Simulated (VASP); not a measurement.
# AgRh (P-6m2) in VASP: notebook

AgRh is run at these levels: LDA; tasks: single point.

Everything below comes from runs of VASP 6.6.1. Logs are shortened: lines on timing, memory, paths and dates and some standing lists are left out, and cuts for length are marked.

## 1. The cell of the first run

Symmetry: P-6m2, No. 187, hexagonal system. Conventional cell: a = 2.759 Å, b = 2.759 Å, c = 4.776 Å, α = 90.00°, β = 90.00°, γ = 120.00°. Within 3.6 Å of Ag (site symmetry -6m2) lie 6 Ag at 2.76 Å and 6 Rh at 2.87 Å. Within 3.6 Å of Rh (site symmetry -6m2) lie 6 Rh at 2.76 Å and 6 Ag at 2.87 Å.

## 2. Single point, LDA (volume scaled by 0.98)

INCAR

```
SYSTEM = AgRh
PREC = Accurate
ENCUT = 520
EDIFF = 1E-6
ISMEAR = -1
SIGMA = 0.05
LREAL = .False.
LASPH = .True.
NELM = 60
ALGO = Fast
ISIF = 2
LWAVE = .False.
LCHARG = .False.
NBANDS = 20
```

KPOINTS

```
regular mesh
0
Gamma
  11 11 6
  0 0 0
```

POSCAR

```
AgRh
1.0
    2.7589461066      0.0000000000      0.0000000000
   -1.3794730533      2.3893174160      0.0000000000
    0.0000000000      0.0000000000      4.7763285309
Ag Rh
1 1
Direct
    0.0000000000      0.0000000000      0.5000000000
    0.6666666667      0.3333333333      0.0000000000
```

Potentials or basis: VASP PAW LDA potentials, release 64 (Ag, Rh_pv).

The run is started by

```
> cat potpaw_LDA.64/Ag/POTCAR potpaw_LDA.64/Rh_pv/POTCAR > POTCAR
> mpirun -np 1 vasp_std > vasp.out
```

OUTCAR:

```text
SYSTEM = AgRh
   PREC = Accurate
   ENCUT = 520
   EDIFF = 1E-6
   ISMEAR = -1
   LREAL = .False.
   LASPH = .True.
   NELM = 60
   ISIF = 2

 ion  position               nearest neighbor table
   1  0.000  0.000  0.500-   2 2.87   2 2.87   2 2.87   2 2.87   2 2.87   2 2.87
   2  0.667  0.333  0.000-   1 2.87   1 2.87   1 2.87   1 2.87   1 2.87   1 2.87

  LATTYP: Found a hexagonal cell.
 ALAT       =     2.7589461066
 C/A-ratio  =     1.7312148720

  Lattice vectors:

 A1 = (   2.7589461066,   0.0000000000,   0.0000000000)
 A2 = (  -1.3794730533,   2.3893174160,   0.0000000000)
 A3 = (   0.0000000000,   0.0000000000,   4.7763285309)

Analysis of symmetry for initial positions (statically):
=====================================================================
 Subroutine PRICEL returns:
 Original cell was already a primitive cell.

 Routine SETGRP: Setting up the symmetry group for a
 hexagonal supercell.

 Subroutine GETGRP returns: Found 12 space group operations
 (whereof 12 operations were pure point group operations)
 out of a pool of 24 trial point group operations.

The static configuration has the point symmetry D_3h.

Analysis of symmetry for dynamics (positions and initial velocities):
=====================================================================
 Subroutine PRICEL returns:
 Original cell was already a primitive cell.

 Routine SETGRP: Setting up the symmetry group for a
 hexagonal supercell.

 Subroutine GETGRP returns: Found 12 space group operations
 (whereof 12 operations were pure point group operations)
 out of a pool of 24 trial point group operations.

The dynamic configuration has the point symmetry D_3h.

 Subroutine INISYM returns: Found 12 space group operations
 (whereof 12 operations are pure point group operations),
 and found     1 'primitive' translations

----------------------------------------------------------------------------------------

                                     Primitive cell

  volume of cell :      31.4855

  direct lattice vectors                    reciprocal lattice vectors
     2.758946107  0.000000000  0.000000000     0.362457243  0.209264787  0.000000000
    -1.379473053  2.389317416  0.000000000     0.000000000  0.418529574  0.000000000
     0.000000000  0.000000000  4.776328531     0.000000000  0.000000000  0.209365833

  length of vectors
     2.758946107  2.758946107  4.776328531     0.418529574  0.418529574  0.209365833

  position of ions in fractional coordinates (direct lattice)
[... 77 lines left out ...]
   ENCUT  =  520.0 eV  38.22 Ry    6.18 a.u.   5.13  5.13  8.88*2*pi/ulx,y,z
   NELM   =     60;   NELMIN=  2; NELMDL= -5     # of ELM steps
   EDIFF  = 0.1E-05   stopping-criterion for ELM
   LREAL  =      F    real-space projection
   EDIFFG = 0.1E-04   stopping-criterion for IOM
   NSW    =      0    number of steps for IOM
   IBRION =     -1    ionic relax: 0-MD 1-quasi-New 2-CG
   NFREE  =      0    steps in history (QN), initial steepest desc. (CG)
   ISIF   =      2    stress and relaxation
   ISYM   =      2    0-nonsym 1-usesym 2-fastsym
   POTIM  = 0.5000    time-step for ionic-motion
   TEBEG  =    0.0;   TEEND  =   0.0 temperature during run
   PSTRESS=    0.0 pullay stress
   NELECT =      26.0000    total number of electrons
   NUPDOWN=      -1.0000    fix difference up-down
   EMIN   =  10.00;   EMAX   =-10.00  energy-range for DOS
   EFERMI =   0.00;   METHOD = LEGACY
   ISMEAR =    -1;   SIGMA  =   0.05  broadening in eV -4-tet -1-fermi 0-gaus
   EFERMI_NEDOS =   21; number of points for ismear=-14 and -15
   IALGO  =     68    algorithm
   IMIX   =      4    mixing-type and parameters
     AMIX     =   0.40;   BMIX     =  1.00
     AMIX_MAG =   1.60;   BMIX_MAG =  1.00
  volume/ion in A,a.u.               =      15.74       106.24
  Fermi-wavevector in a.u.,A,eV,Ry     =   1.535897  2.902425 32.095881  2.358981
  Thomas-Fermi vector in A             =   2.642622
   LORBIT       =      0    0 simple, 1 ext, 2 COOP (PROOUT), +10 PAW based schemes
   GGA     = CA    functional components
   LHFCALC =     F    Hartree Fock is set to
   AEXX    =    0.0000 exact exchange contribution
   IVDW    =     0    specifies the selected vdW correction
   LEPSILON=     F    determine dielectric tensor
   LRPA    =     F    only Hartree local field effects (RPA)
 non-spin polarized calculation
 RMM-DIIS sequential band-by-band and
  energy-cutoff  :      520.00
  volume of cell :       31.49
 maximum number of plane-waves:       860
 NGX is ok and might be reduce to    24
   NGX = 11   NGY = 11   NGZ = 17

 number of electron      25.9999997 magnetization

 Free energy of the ion-electron system (eV)
  ---------------------------------------------------
  ext. energy  EPLUGINS =         0.00000000
  ---------------------------------------------------
  free energy    TOTEN  =       -11.83591481 eV

  energy without entropy =      -11.81107282  energy(sigma->0) =      -11.82349381

 E-fermi :   8.8803     XC(G=0): -13.2684

 val. band max:        8.8540108785   @ k =   0.1818   0.0909   0.0000
 cond. band min:       8.8974006873   @ k =   0.2727   0.0000   0.0000
 fundamental gap:      0.0433898088
 Fermi energy:         8.8802972630

 k-point     1 :       0.0000    0.0000    0.0000
  band No.  band energies     occupation
      1     -36.5970      2.00000
      2     -36.5841      2.00000
      3     -36.5841      2.00000
      4       1.5175      2.00000
      5       3.0226      2.00000
      6       4.5759      2.00000
[... 541 lines left out ...]
     19      25.7493      0.00000
     20      26.8972      0.00000

 [... further k-points ...]

------------------------ aborting loop because EDIFF is reached ----------------------------------------

  FORCE on cell =-STRESS in cart. coord.  units (eV):
  Direction    XX          YY          ZZ          XY          YZ          ZX
  --------------------------------------------------------------------------------------
  -------------------------------------------------------------------------------------
  Total       -2.4770520     -2.4770520     -2.4999658      0.0000000      0.0000000     -0.0000000
  in kB     -126.0475613   -126.0475613   -127.2135576      0.0000000      0.0000000     -0.0000000
  external PRESSURE =    -126.4362268 kB  Pullay stress =       0.0000000 kB

 VOLUME and BASIS-vectors are now :
 -----------------------------------------------------------------------------
  energy-cutoff  :      520.00
  volume of cell :       31.49
      direct lattice vectors                 reciprocal lattice vectors
     2.758946107  0.000000000  0.000000000     0.362457243  0.209264787  0.000000000
    -1.379473053  2.389317416  0.000000000     0.000000000  0.418529574  0.000000000
     0.000000000  0.000000000  4.776328531     0.000000000  0.000000000  0.209365833

 POSITION                                       TOTAL-FORCE (eV/Angst)
 -----------------------------------------------------------------------------------
      0.00000      0.00000      2.38816         0.000000      0.000000      0.000000
      1.37947      0.79644      0.00000         0.000000      0.000000      0.000000
 -----------------------------------------------------------------------------------
    total drift:                               -0.000000      0.000000      0.000000

  FREE ENERGIE OF THE ION-ELECTRON SYSTEM (eV)
  ---------------------------------------------------
  free  energy   TOTEN  =       -11.8359148133 eV

  energy  without entropy=      -11.8110728157  energy(sigma->0) =      -11.82349381
```

OSZICAR:

```text
N       E                     dE             d eps       ncg     rms          rms(c)
DAV:   1     0.217123932630E+03    0.21712E+03   -0.15638E+04  2568   0.141E+03
DAV:   2    -0.819887900785E+01   -0.22532E+03   -0.21909E+03  2668   0.378E+02
DAV:   3    -0.126913076845E+02   -0.44924E+01   -0.44626E+01  2920   0.595E+01
DAV:   4    -0.127161890888E+02   -0.24881E-01   -0.24879E-01  2800   0.442E+00
DAV:   5    -0.127165398373E+02   -0.35075E-03   -0.35075E-03  2916   0.542E-01    0.102E+01
RMM:   6    -0.119134489390E+02    0.80309E+00   -0.19383E+00  2599   0.108E+01    0.623E+00
RMM:   7    -0.118729617878E+02    0.40487E-01   -0.18414E-01  2685   0.348E+00    0.283E+00
RMM:   8    -0.118437222770E+02    0.29240E-01   -0.46178E-02  2754   0.167E+00    0.191E+00
RMM:   9    -0.118359861285E+02    0.77361E-02   -0.87625E-03  2876   0.784E-01    0.902E-02
RMM:  10    -0.118359064211E+02    0.79707E-04   -0.47572E-04  3081   0.191E-01    0.281E-02
RMM:  11    -0.118359134890E+02   -0.70678E-05   -0.10360E-04  3288   0.835E-02    0.218E-02
RMM:  12    -0.118359147095E+02   -0.12205E-05   -0.15904E-05  3193   0.303E-02    0.142E-02
RMM:  13    -0.118359148133E+02   -0.10379E-06   -0.41720E-06  2499   0.179E-02
   1 F= -.11835915E+02 E0= -.11823494E+02  d E =-.248420E-01
```

Run time: 72 s. Hardware: 1 thread of AMD EPYC 7R13, shared host; peak memory 0.14 GiB.

What came out:

```
Free energy            : -11.8359 eV
Pressure               : -12.6 GPa
Band gap on the k mesh : zero (band 13 reaches 9.97 eV, above the bottom of band 14 at 8.61 eV)
```

Levels at points of the mesh, in eV from the Fermi level:
```
           k point  band 9  band 10  band 11  band 12  band 13  band 14  band 15  band 16  band 17  band 18
(0.00, 0.00, 0.00)   -3.08    -3.08    -1.85    -1.85     0.10     0.14     0.14     5.43    16.70    17.26
(0.00, 0.00, 0.50)   -3.18    -3.18    -2.57    -1.64    -1.64     0.10     0.10    11.69    12.66    16.89
```

## 3. Single point, LDA (volume scaled by 1.04)

INCAR

```
SYSTEM = AgRh
ALGO = Fast
EDIFF = 1E-6
ENCUT = 520
GGA = CA
ISIF = 2
ISMEAR = -1
LASPH = .True.
LCHARG = .False.
LREAL = .False.
LWAVE = .False.
NBANDS = 20
NELM = 80
PREC = Accurate
SIGMA = 0.05
```

KPOINTS

```
k-points
0
Gamma
  11 11 6
  0 0 0
```

POSCAR

```
AgRh
1.0
    2.8141396046      0.0000000000      0.0000000000
   -1.4070698023      2.4371163874      0.0000000000
    0.0000000000      0.0000000000      4.8718803355
Ag Rh
1 1
Direct
    0.0000000000      0.0000000000      0.5000000000
    0.6666666667      0.3333333333      0.0000000000
```

Potentials or basis: VASP PAW LDA potentials, release 64 (Ag, Rh_pv).

The run is started by

```
> cat potpaw_LDA.64/Ag/POTCAR potpaw_LDA.64/Rh_pv/POTCAR > POTCAR
> mpirun -np 1 vasp_std > vasp.out
```

Wall time 87 s (1 thread of AMD EPYC 7R13, shared host); peak memory 0.14 GiB.

The run converged. Its results:

| Quantity | Value |
| --- | --- |
| Free energy | -11.6405 eV |
| Pressure | -19.5 GPa |
| Band gap on the k mesh | zero (band 13 reaches 8.98 eV, above the bottom of band 14 at 7.75 eV) |

Stress tensor (GPa, compression positive):
```
-19.98   0.00   0.00
  0.00 -19.98   0.00
  0.00   0.00 -18.67
```

Levels at points of the mesh, in eV from the Fermi level:
| k point | band 10 | band 11 | band 12 | band 13 | band 14 | band 15 | band 16 | band 17 |
| --- | --- | --- | --- | --- | --- | --- | --- | --- |
| (0.00, 0.00, 0.00) | -2.97 | -1.68 | -1.68 | 0.13 | 0.13 | 0.25 | 5.03 | 16.58 |
| (0.00, 0.00, 0.50) | -3.04 | -2.31 | -1.51 | -1.51 | 0.10 | 0.10 | 11.24 | 12.13 |

## 4. Single point, LDA (volume scaled by 0.94)

INCAR

```
PREC = Accurate
ENCUT = 520
EDIFF = 1E-6
ISMEAR = -1
SIGMA = 0.05
LREAL = False
LASPH = True
NELM = 100
ALGO = Normal
ISIF = 2
LWAVE = False
LCHARG = False
GGA = CA
NBANDS = 20
```

KPOINTS

```
Automatic mesh
0
Gamma
  11 11 6
```

POSCAR

```
AgRh
1.0
    2.7208868163      0.0000000000      0.0000000000
   -1.3604434081      2.3563571037      0.0000000000
    0.0000000000      0.0000000000      4.7104397215
Ag Rh
1 1
Direct
    0.0000000000      0.0000000000      0.5000000000
    0.6666666667      0.3333333333      0.0000000000
```

Potentials or basis: VASP PAW LDA potentials, release 64 (Ag, Rh_pv).

The run is started by

```
> cat potpaw_LDA.64/Ag/POTCAR potpaw_LDA.64/Rh_pv/POTCAR > POTCAR
> mpirun -np 1 vasp_std > vasp.out
```

OUTCAR:

```text
PREC = Accurate
   ENCUT = 520
   EDIFF = 1E-6
   ISMEAR = -1
   LREAL = False
   LASPH = True
   NELM = 100
   ISIF = 2
   GGA = CA

 ion  position               nearest neighbor table
   1  0.000  0.000  0.500-   2 2.83   2 2.83   2 2.83   2 2.83   2 2.83   2 2.83
   2  0.667  0.333  0.000-   1 2.83   1 2.83   1 2.83   1 2.83   1 2.83   1 2.83

  LATTYP: Found a hexagonal cell.
 ALAT       =     2.7208868163
 C/A-ratio  =     1.7312148720

  Lattice vectors:

 A1 = (   2.7208868163,   0.0000000000,   0.0000000000)
 A2 = (  -1.3604434081,   2.3563571037,   0.0000000000)
 A3 = (   0.0000000000,   0.0000000000,   4.7104397215)

Analysis of symmetry for initial positions (statically):
=====================================================================
 Subroutine PRICEL returns:
 Original cell was already a primitive cell.

 Routine SETGRP: Setting up the symmetry group for a
 hexagonal supercell.

 Subroutine GETGRP returns: Found 12 space group operations
 (whereof 12 operations were pure point group operations)
[... 157 lines left out ...]
  ext. energy  EPLUGINS =         0.00000000
  ---------------------------------------------------
  free energy    TOTEN  =       -11.91124194 eV

  energy without entropy =      -11.88753538  energy(sigma->0) =      -11.89938866

 E-fermi :   9.5430     XC(G=0): -13.5234

 val. band max:        9.5427474268   @ k =   0.0000   0.0000   0.0000
 cond. band min:       9.5661071878   @ k =   0.2727   0.0000   0.0000
 fundamental gap:      0.0233597610
 Fermi energy:         9.5429782277

 k-point     1 :       0.0000    0.0000    0.0000
  band No.  band energies     occupation
      1     -36.0187      2.00000
      2     -35.9668      2.00000
      3     -35.9668      2.00000
      4       1.8683      2.00000
      5       3.4047      2.00000
      6       5.0670      2.00000
[... 541 lines left out ...]
     19      26.6922      0.00000
     20      27.8382      0.00000

 [... further k-points ...]

------------------------ aborting loop because EDIFF is reached ----------------------------------------

  FORCE on cell =-STRESS in cart. coord.  units (eV):
  Direction    XX          YY          ZZ          XY          YZ          ZX
  --------------------------------------------------------------------------------------
  -------------------------------------------------------------------------------------
  Total       -1.0605366     -1.0605366     -1.3104149     -0.0000000     -0.0000000      0.0000000
  in kB      -56.2630433    -56.2630433    -69.5194556     -0.0000000     -0.0000000      0.0000000
  external PRESSURE =     -60.6818474 kB  Pullay stress =       0.0000000 kB

 VOLUME and BASIS-vectors are now :
 -----------------------------------------------------------------------------
  energy-cutoff  :      520.00
  volume of cell :       30.20
      direct lattice vectors                 reciprocal lattice vectors
     2.720886816  0.000000000  0.000000000     0.367527232  0.212191946  0.000000000
    -1.360443408  2.356357104  0.000000000     0.000000000  0.424383893  0.000000000
     0.000000000  0.000000000  4.710439722     0.000000000  0.000000000  0.212294405

 POSITION                                       TOTAL-FORCE (eV/Angst)
 -----------------------------------------------------------------------------------
      0.00000      0.00000      2.35522        -0.000000      0.000000      0.000000
      1.36044      0.78545      0.00000         0.000000      0.000000      0.000000
 -----------------------------------------------------------------------------------
    total drift:                                0.000000     -0.000000      0.000000

  FREE ENERGIE OF THE ION-ELECTRON SYSTEM (eV)
  ---------------------------------------------------
  free  energy   TOTEN  =       -11.9112419436 eV

  energy  without entropy=      -11.8875353822  energy(sigma->0) =      -11.89938866
```

stdout:

```text
POSCAR found type information on POSCAR AgRh
 POSCAR found :  2 types and       2 ions
 scaLAPACK will be used
 LDA part: xc-table for (Slater(with rela. corr.)+CA(PZ))
 , standard interpolation
 POSCAR, INCAR and KPOINTS ok, starting setup
 FFT: planning ... GRIDC
 FFT: planning ... GRID_SOFT
 FFT: planning ... GRID
 WAVECAR not read
 entering main loop
```

Wall time 40 s (1 thread of Intel Xeon 8259CL, shared host); peak memory 0.16 GiB.

What came out:

| Item | Value |
| --- | --- |
| Free energy | -11.9112 eV |
| Pressure | -6.1 GPa |
| Band gap on the k mesh | zero (band 13 reaches 10.72 eV, above the bottom of band 14 at 9.25 eV) |

## 5. Single point, LDA (volume scaled by 0.96)

INCAR

```
  ALGO = Normal
  EDIFF = 1E-7
  ENCUT = 520
  ISIF = 2
  ISMEAR = -1
  LASPH = True
  LCHARG = False
  LREAL = False
  LWAVE = False
  NBANDS = 20
  NELM = 100
  PREC = Accurate
  SIGMA = 0.05
```

KPOINTS

```
k-points
0
Gamma
  11 11 6
```

POSCAR

```
AgRh
1.0
    2.7400486223      0.0000000000      0.0000000000
   -1.3700243112      2.3729517146      0.0000000000
    0.0000000000      0.0000000000      4.7436129252
Ag Rh
1 1
Direct
    0.0000000000      0.0000000000      0.5000000000
    0.6666666667      0.3333333333      0.0000000000
```

The run is started by

```
> cat potpaw_LDA.64/Ag/POTCAR potpaw_LDA.64/Rh_pv/POTCAR > POTCAR
> mpirun -np 1 vasp_std > vasp.out
```

It took 42 s on 1 thread of Intel Xeon 8259CL, shared host; peak memory 0.16 GiB.

The run converged. Its results:

```yaml
Free_energy: -11.8802 eV
Pressure: -9.6 GPa
Band_gap_on_the_k_mesh: zero (band 13 reaches 10.34 eV, above the bottom of band 14 at 8.92 eV)
```

Stress tensor (GPa, compression positive):
```
 -9.33   0.00   0.00
  0.00  -9.33   0.00
  0.00   0.00 -10.01
```

Levels at points of the mesh, in eV from the Fermi level:
```tsv
k point	band 11	band 12	band 13	band 14	band 15	band 16
(0.00, 0.00, 0.00)	-1.91	-1.91	0.05	0.15	0.15	5.58
(0.00, 0.00, 0.50)	-2.66	-1.68	-1.68	0.10	0.10	11.84
```

## 6. The runs side by side

| cell | gap on the mesh (eV) | pressure (GPa) |
| --- | --- | --- |
| a = 2.759, b = 2.759, c = 4.776 Å, angles 90.0, 90.0, 120.0°, 2 atoms | none | -12.6 |
| a = 2.814, b = 2.814, c = 4.872 Å, angles 90.0, 90.0, 120.0°, 2 atoms | none | -19.5 |
| a = 2.721, b = 2.721, c = 4.710 Å, angles 90.0, 90.0, 120.0°, 2 atoms | none | -6.1 |
| a = 2.740, b = 2.740, c = 4.744 Å, angles 90.0, 90.0, 120.0°, 2 atoms | none | -9.6 |

Alike in all rows: task single point; level LDA; potentials or basis VASP PAW LDA potentials, release 64 (Ag, Rh_pv); no spin polarisation; k mesh 11 × 11 × 6; cutoff (eV) 520; smearing fermi-dirac 0.05 eV.

Total energies depend on the potentials used, so only differences within one code and one set of settings carry meaning.
